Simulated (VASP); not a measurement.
# InP (F-43m) in VASP: elastic constants with LDA

Aim: the elastic constants of InP with LDA.

Everything below comes from runs of VASP 6.6.1. Logs are shortened: lines on timing, memory, paths and dates and some standing lists are left out, and cuts for length are marked.

### Step 1. The cell of the first run

Symmetry: F-43m, No. 216, cubic system. The conventional cell has a = 5.827 Å, b = 5.827 Å, c = 5.827 Å, α = 90.00°, β = 90.00°, γ = 90.00°. Within 3.3 Å of In (site symmetry -43m) lie 4 P at 2.52 Å. Within 3.3 Å of P (site symmetry -43m) lie 4 In at 2.52 Å.

### Step 2. Elastic constants, LDA

INCAR

```
ALGO = Normal
EDIFF = 1E-8
ENCUT = 500
GGA = CA
GGA_COMPAT = F
IBRION = 6
ISIF = 3
ISMEAR = 0
LASPH = T
LCHARG = F
LREAL = F
LWAVE = F
NELM = 120
NFREE = 2
NSW = 1
POTIM = 0.015
PREC = Accurate
SIGMA = 0.01
```

KPOINTS

```
k-points
0
Gamma
  10 10 10
```

POSCAR

```
InP
1.0
    0.0000000000      2.9135483157      2.9135483157
    2.9135483157      0.0000000000      2.9135483157
    2.9135483157      2.9135483157      0.0000000000
In P
1 1
Direct
    0.0000000000      0.0000000000      0.0000000000
    0.2500000000      0.2500000000      0.2500000000
```

Potentials or basis: VASP PAW LDA potentials, release 64 (In_d, P).

The run is started by

```console
$ cat potpaw_LDA.64/In_d/POTCAR potpaw_LDA.64/P/POTCAR > POTCAR
$ mpirun -np 1 vasp_std > vasp.out
```

OUTCAR:

```text
EDIFF = 1E-8
   ENCUT = 500
   GGA = CA
   IBRION = 6
   ISIF = 3
   ISMEAR = 0
   LASPH = T
   LREAL = F
   NELM = 120
   NFREE = 2
   NSW = 1
   POTIM = 0.015
   PREC = Accurate

 ion  position               nearest neighbor table
   1  0.000  0.000  0.000-   2 2.52   2 2.52   2 2.52   2 2.52
   2  0.250  0.250  0.250-   1 2.52   1 2.52   1 2.52   1 2.52

  LATTYP: Found a face centered cubic cell.
 ALAT       =     5.8270966314

  Lattice vectors:

 A1 = (   0.0000000000,   2.9135483157,   2.9135483157)
 A2 = (   2.9135483157,   0.0000000000,   2.9135483157)
 A3 = (   2.9135483157,   2.9135483157,   0.0000000000)

Analysis of symmetry for initial positions (statically):
=====================================================================
 Subroutine PRICEL returns:
 Original cell was already a primitive cell.

 Routine SETGRP: Setting up the symmetry group for a
 face centered cubic supercell.

 Subroutine GETGRP returns: Found 24 space group operations
 (whereof 24 operations were pure point group operations)
 out of a pool of 48 trial point group operations.

The static configuration has the point symmetry T_d .

Analysis of symmetry for dynamics (positions and initial velocities):
=====================================================================
 Subroutine PRICEL returns:
 Original cell was already a primitive cell.

 Routine SETGRP: Setting up the symmetry group for a
 face centered cubic supercell.

 Subroutine GETGRP returns: Found 24 space group operations
 (whereof 24 operations were pure point group operations)
 out of a pool of 48 trial point group operations.

The dynamic configuration has the point symmetry T_d .

 Subroutine INISYM returns: Found 24 space group operations
 (whereof 24 operations are pure point group operations),
 and found     1 'primitive' translations

----------------------------------------------------------------------------------------

                                     Primitive cell

  volume of cell :      49.4648

  direct lattice vectors                    reciprocal lattice vectors
     0.000000000  2.913548316  2.913548316    -0.171612050  0.171612050  0.171612050
     2.913548316  0.000000000  2.913548316     0.171612050 -0.171612050  0.171612050
     2.913548316  2.913548316  0.000000000     0.171612050  0.171612050 -0.171612050

  length of vectors
     4.120379543  4.120379543  4.120379543     0.297240790  0.297240790  0.297240790

  position of ions in fractional coordinates (direct lattice)
     0.000000000  0.000000000  0.000000000
     0.250000000  0.250000000  0.250000000

  ion indices of the primitive-cell ions
   primitive index   ion index
                 1           1
                 2           2

----------------------------------------------------------------------------------------

 KPOINTS: k-points

Automatic generation of k-mesh.
 Grid dimensions read from file:
 generate k-points for:   10   10   10

 Generating k-lattice:

  Cartesian coordinates                     Fractional coordinates (reciprocal lattice)
    -0.017161205  0.017161205  0.017161205     0.100000000  0.000000000  0.000000000
     0.017161205 -0.017161205  0.017161205     0.000000000  0.100000000  0.000000000
     0.017161205  0.017161205 -0.017161205     0.000000000  0.000000000  0.100000000

  Length of vectors
     0.029724079  0.029724079  0.029724079

  Shift w.r.t. Gamma in fractional coordinates (k-lattice)
     0.000000000  0.000000000  0.000000000

 Subroutine IBZKPT returns following result:
 ===========================================

 Found     47 irreducible k-points:

 Following reciprocal coordinates:
            Coordinates               Weight
  0.000000  0.000000  0.000000      1.000000
  0.100000  0.000000  0.000000      8.000000
  0.200000  0.000000  0.000000      8.000000
  0.300000  0.000000  0.000000      8.000000
  0.400000  0.000000  0.000000      8.000000
  0.500000  0.000000  0.000000      4.000000
[... 16 lines left out ...]
  0.300000  0.300000  0.000000      6.000000
  0.400000  0.300000  0.000000     24.000000
[... 40 lines left out ...]
  volume/ion in A,a.u.               =      24.73       166.90
  Fermi-wavevector in a.u.,A,eV,Ry     =   1.168782  2.208677 18.586251  1.366051
  Thomas-Fermi vector in A             =   2.305264
   LORBIT       =      0    0 simple, 1 ext, 2 COOP (PROOUT), +10 PAW based schemes
   GGA     = CA    functional components
   LHFCALC =     F    Hartree Fock is set to
   AEXX    =    0.0000 exact exchange contribution
   IVDW    =     0    specifies the selected vdW correction
   LEPSILON=     F    determine dielectric tensor
   LRPA    =     F    only Hartree local field effects (RPA)
 finite differences with symmetry
 non-spin polarized calculation
 Gauss-broadening in eV      SIGMA  =   0.01
  energy-cutoff  :      500.00
  volume of cell :       49.46
 maximum number of plane-waves:      1279
   NGX = 15   NGY = 15   NGZ = 15

--------------------------------------- Ionic step        1  -------------------------------------------

 number of electron      18.0000011 magnetization

 Free energy of the ion-electron system (eV)
  ---------------------------------------------------
  ext. energy  EPLUGINS =         0.00000000
  ---------------------------------------------------
  free energy    TOTEN  =        -9.67415710 eV

  energy without entropy =       -9.67415710  energy(sigma->0) =       -9.67415710

------------------------ aborting loop because EDIFF is reached ----------------------------------------

  FORCE on cell =-STRESS in cart. coord.  units (eV):
  Direction    XX          YY          ZZ          XY          YZ          ZX
  --------------------------------------------------------------------------------------
  -------------------------------------------------------------------------------------
  Total        0.0073953      0.0073953      0.0073953      0.0000000     -0.0000000      0.0000000
  in kB        0.2395366      0.2395366      0.2395366      0.0000000     -0.0000000      0.0000000
  external PRESSURE =       0.2395366 kB  Pullay stress =       0.0000000 kB
[... 89 lines left out ...]
  FREE ENERGIE OF THE ION-ELECTRON SYSTEM (eV)
  ---------------------------------------------------
  free  energy   TOTEN  =        -9.6705118868 eV

  energy  without entropy=       -9.6705118868  energy(sigma->0) =       -9.67051189

[... ionic steps 4 to 14 ...]

--------------------------------------- Ionic step       15  -------------------------------------------

 number of electron      18.0000006 magnetization

------------------------ aborting loop because EDIFF is reached ----------------------------------------
[... 67 lines left out ...]
--------------------------------------- Ionic step       17  -------------------------------------------

 number of electron      18.0000011 magnetization

 Free energy of the ion-electron system (eV)
  ---------------------------------------------------
  ext. energy  EPLUGINS =         0.00000000
  ---------------------------------------------------
  free energy    TOTEN  =        -9.67323092 eV

  energy without entropy =       -9.67323092  energy(sigma->0) =       -9.67323092

 E-fermi :   5.3203     XC(G=0):  -9.6861

 val. band max:        5.2303175182   @ k =   0.0000   0.0000   0.0000
 cond. band min:       5.8077373263   @ k =   0.0000   0.0000   0.0000
 fundamental gap:      0.5774198081
 Fermi energy:         5.3202648704

 k-point     1 :       0.0000    0.0000    0.0000
  band No.  band energies     occupation
      1      -9.0260      2.00000
      2      -9.0223      2.00000
      3      -9.0178      2.00000
      4      -8.8580      2.00000
      5      -8.8579      2.00000
      6      -6.4640      2.00000
      7       5.1732      2.00000
      8       5.2027      2.00000
      9       5.2303      2.00000
     10       5.8077      0.00000
     11       9.1482      0.00000
     12       9.1651      0.00000
     13       9.1839      0.00000
[... 354 lines left out ...]
  band No.  band energies     occupation
      1      -9.1809      2.00000
      2      -8.9391      2.00000
      3      -8.9357      2.00000
      4      -8.8971      2.00000
      5      -8.8294      2.00000
      6      -4.7205      2.00000
      7       0.3254      2.00000
      8       2.9257      2.00000
      9       3.1942      2.00000
     10       7.2835      0.00000
     11       8.1252      0.00000
     12      11.9832      0.00000
     13      12.6649      0.00000

 [... further k-points ...]

------------------------ aborting loop because EDIFF is reached ----------------------------------------

  FORCE on cell =-STRESS in cart. coord.  units (eV):
  Direction    XX          YY          ZZ          XY          YZ          ZX
  --------------------------------------------------------------------------------------
  -------------------------------------------------------------------------------------
  Total        0.0076278      0.0103048      0.0103048      0.0000000      0.1249827      0.0000000
  in kB        0.2470653      0.3337747      0.3337747      0.0000000      4.0482178      0.0000000
  external PRESSURE =       0.3048716 kB  Pullay stress =       0.0000000 kB
[... 17 lines left out ...]
  FREE ENERGIE OF THE ION-ELECTRON SYSTEM (eV)
  ---------------------------------------------------
  free  energy   TOTEN  =        -9.6732309159 eV

  energy  without entropy=       -9.6732309159  energy(sigma->0) =       -9.67323092

 INTERNAL STRAIN TENSORS FROM STRAINED CELLS
 ============================================

 INTERNAL STRAIN TENSOR FOR ION    1 for displacements in x,y,z  (eV/Angst):
          X           Y           Z          XY          YZ          ZX
  --------------------------------------------------------------------------------
  x     0.00000    -0.00000     0.00000    -0.00000     8.34033     0.00000
  y     0.00000    -0.00000    -0.00000    -0.00000     0.00000     8.34141
  z     0.00000    -0.00000    -0.00000     8.34089     0.00000     0.00000

 INTERNAL STRAIN TENSORS FROM DISPLACED ATOMS
 ============================================

 INTERNAL STRAIN TENSOR FOR ION    1 for displacements in x,y,z  (eV/Angst):
          X           Y           Z          XY          YZ          ZX
  --------------------------------------------------------------------------------
  x    -0.00000    -0.00000    -0.00000     0.00000     8.34125     0.00000
  y    -0.00000    -0.00000    -0.00000     0.00000     0.00000     8.34125
  z    -0.00000    -0.00000    -0.00000     8.34125     0.00000     0.00000

 INTERNAL STRAIN TENSOR FOR ION    2 for displacements in x,y,z  (eV/Angst):
          X           Y           Z          XY          YZ          ZX
  --------------------------------------------------------------------------------
  x     0.00000    -0.00000    -0.00000     0.00000    -8.33332     0.00000
  y     0.00000    -0.00000     0.00000     0.00000     0.00000    -8.33332
  z    -0.00000    -0.00000     0.00000    -8.33332     0.00000     0.00000

 Eigenvectors and eigenvalues of the dynamical matrix
 ----------------------------------------------------

   1 f  =    9.084881 THz    57.081990 2PiTHz  303.039008 cm-1    37.572032 meV
             X         Y         Z           dx          dy          dz
      0.000000  0.000000  0.000000     0.000000    0.461650    0.000000
      1.456774  1.456774  1.456774     0.000000   -0.887062    0.000000
[... 21 lines left out ...]
   6 f/i=    0.007434 THz     0.046712 2PiTHz    0.247987 cm-1     0.030746 meV
             X         Y         Z           dx          dy          dz
      0.000000  0.000000  0.000000     0.000000    0.000000    0.887062
      1.456774  1.456774  1.456774     0.000000    0.000000    0.461650

--------------------------------------------------------------------------------------------------------

 ELASTIC MODULI CONTR FROM IONIC RELAXATION (kBar)
 Direction    XX          YY          ZZ          XY          YZ          ZX
 --------------------------------------------------------------------------------
 XX          -0.0000     -0.0000     -0.0000      0.0000      0.0000      0.0000
 YY          -0.0000     -0.0000     -0.0000      0.0000      0.0000      0.0000
 ZZ          -0.0000     -0.0000     -0.0000      0.0000      0.0000      0.0000
 XY           0.0000      0.0000      0.0000   -272.9931      0.0000      0.0000
 YZ           0.0000      0.0000      0.0000      0.0000   -272.9931      0.0000
 ZX           0.0000      0.0000      0.0000      0.0000      0.0000   -272.9931
 --------------------------------------------------------------------------------

 TOTAL ELASTIC MODULI (kBar)
 Direction    XX          YY          ZZ          XY          YZ          ZX
 --------------------------------------------------------------------------------
 XX        1004.5515    567.2888    567.2888      0.0000      0.0000      0.0000
 YY         567.2888   1004.5515    567.2888      0.0000      0.0000      0.0000
 ZZ         567.2888    567.2888   1004.5515      0.0000      0.0000      0.0000
 XY           0.0000      0.0000      0.0000    456.1224      0.0000      0.0000
 YZ           0.0000      0.0000      0.0000      0.0000    456.1224      0.0000
 ZX           0.0000      0.0000      0.0000      0.0000      0.0000    456.1224
 --------------------------------------------------------------------------------
```

Wall time 31 min (1 thread of Oxide Virtual Turin-like, shared host); peak memory 0.37 GiB.

What came out:

- Elastic constants C11, C12, C44: 100, 57, 46 GPa
- Voigt bulk modulus: 71 GPa
- Highest phonon frequency at Γ, LO-TO splitting left out: 303 cm⁻¹

Phonon frequencies in cm⁻¹ (negative: imaginary):
| q point | frequencies |
| --- | --- |
| (0.000, 0.000, 0.000) | 0 0 0 303 303 303 |

Elastic tensor in Voigt notation (GPa, in the Cartesian axes of the cell as first typed):
```
100  57  57   0   0   0
 57 100  57   0   0   0
 57  57 100   0   0   0
  0   0   0  46   0   0
  0   0   0   0  46   0
  0   0   0   0   0  46
```

Clamped-ion elastic tensor (GPa):
```
100  57  57   0   0   0
 57 100  57   0   0   0
 57  57 100   0   0   0
  0   0   0  73   0   0
  0   0   0   0  73   0
  0   0   0   0   0  73
```

Caveat: spin-orbit coupling is left out, which moves the levels of the heavy elements.
